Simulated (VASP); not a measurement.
# ZnCu: single point with r2SCAN

Crystal: ZnCu.

```
Zn Cu
1.0
     2.96702    0.00000    0.00000
     0.00000    2.96702    0.00000
     0.00000    0.00000    2.96702
Zn Cu
1 1
Direct
  0.50000 0.50000 0.50000
  0.00000 0.00000 0.00000
```

```json
{
  "Program": "VASP 6.6.1",
  "Task": "single point",
  "Functional": "r2SCAN",
  "Potentials or basis": "VASP PAW PBE potentials, release 64 (Zn, Cu)",
  "Cutoff": "520 eV",
  "k mesh": "12 × 12 × 12",
  "Occupations": "gaussian, width 0.05 eV",
  "Spin": "no spin polarisation"
}
```

```json
{"Pressure": "-5.0 GPa", "Band gap on the k mesh": "zero (an odd number of electrons rules out a gap without spin polarisation)"}
```

Levels at points of the mesh, in eV from the Fermi level:
```csv
k point,band 8,band 9,band 10,band 11,band 12,band 13,band 14,band 15
"(0.00, 0.00, 0.00)",-3.55,-2.69,-2.69,-2.69,6.65,6.65,6.65,11.48
"(0.50, 0.00, 0.00)",-3.65,-3.22,-3.22,-2.75,-1.96,12.24,12.24,12.85
"(0.50, 0.50, 0.00)",-2.85,-2.85,-2.46,-1.83,-1.83,1.93,2.29,14.65
"(0.50, 0.50, 0.50)",-4.24,-2.44,-2.44,4.32,4.53,4.53,4.53,4.71
```

Wall time 38 s on 1 thread of Intel(R) Xeon(R) 6975P-C (Granite Rapids), on a shared host, peak memory 0.17 GiB.

Caveat: the cell stands under tension; the PAW data sets were made with another functional, which shifts forces and pressure a little.
